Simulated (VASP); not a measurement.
# F: single point with PBEsol

F:

```
CELL_PARAMETERS angstrom
3.07127 -1.76517 -0.23688
3.07127 1.76517 -0.23688
-2.30936 0.00000 7.06900
ATOMIC_POSITIONS crystal
F 0.08485 0.08485 0.07802
F 0.91515 0.91515 0.92198
F 0.50157 0.50157 0.59372
F 0.49843 0.49843 0.40628
```

This cell differs from its parent crystal: atoms shifted along a free coordinate.

| Property | Result |
| --- | --- |
| Program | VASP 6.6.1 |
| Task | single point |
| Functional | PBEsol |
| Potentials or basis | VASP PAW PBE potentials, release 64 (F) |
| Cutoff | 520 eV |
| k mesh | 4 × 4 × 2 |
| Occupations | gaussian, width 0.05 eV |
| Spin | no spin polarisation |
| Dipole correction | no |
| Further INCAR settings | ALGO = Normal; EDIFF = 1e-06; NBANDS = 22 |

```yaml
Pressure: 11.3 GPa
Largest_force: 12.296 eV/Å
Band_gap_on_the_k_mesh: 2.86 eV (least direct gap 2.91 eV)
```

Forces on the atoms (eV/Å):
```
F     6.785   0.000  10.254
F    -6.785   0.000 -10.254
F    -0.316   0.000   0.906
F     0.316   0.000  -0.906
```

Stress tensor (GPa, compression positive):
```
 9.81  0.00 14.24
 0.00 -0.53  0.00
14.24  0.00 24.76
```

Levels at points of the mesh, in eV from the valence-band top:
| k point | band 12 | band 13 | band 14 | band 15 | band 16 | band 17 |
| --- | --- | --- | --- | --- | --- | --- |
| (0.00, 0.00, 0.00) | -0.76 | -0.20 | -0.06 | 2.86 | 6.42 | 7.89 |
| (0.50, 0.00, 0.00) | -0.87 | -0.25 | -0.11 | 2.99 | 6.52 | 11.79 |
| (0.50, 0.50, 0.00) | -0.79 | -0.09 | 0.00 | 2.95 | 6.46 | 12.09 |
| (0.00, 0.00, 0.50) | -0.76 | -0.21 | -0.06 | 2.89 | 6.21 | 8.76 |
| (0.50, 0.00, 0.50) | -0.86 | -0.24 | -0.08 | 2.96 | 6.54 | 11.58 |
| (0.50, 0.50, 0.50) | -0.77 | -0.12 | -0.02 | 2.98 | 6.47 | 11.77 |

Run time: 51 s on 1 thread of AMD EPYC 7571, on a shared host, peak memory 0.16 GiB.

Caveat: the k points lie up to 0.52 Å⁻¹ apart; the cell differs from its parent crystal (atoms shifted along a free coordinate); the standard files for N, O and F lose accuracy on very short bonds; this functional lacks dispersion, which holds the molecules together, so the pressure and a relaxed volume are unreliable; the PAW data sets were made with another functional, which shifts forces and pressure a little. A k mesh can miss the band edges.
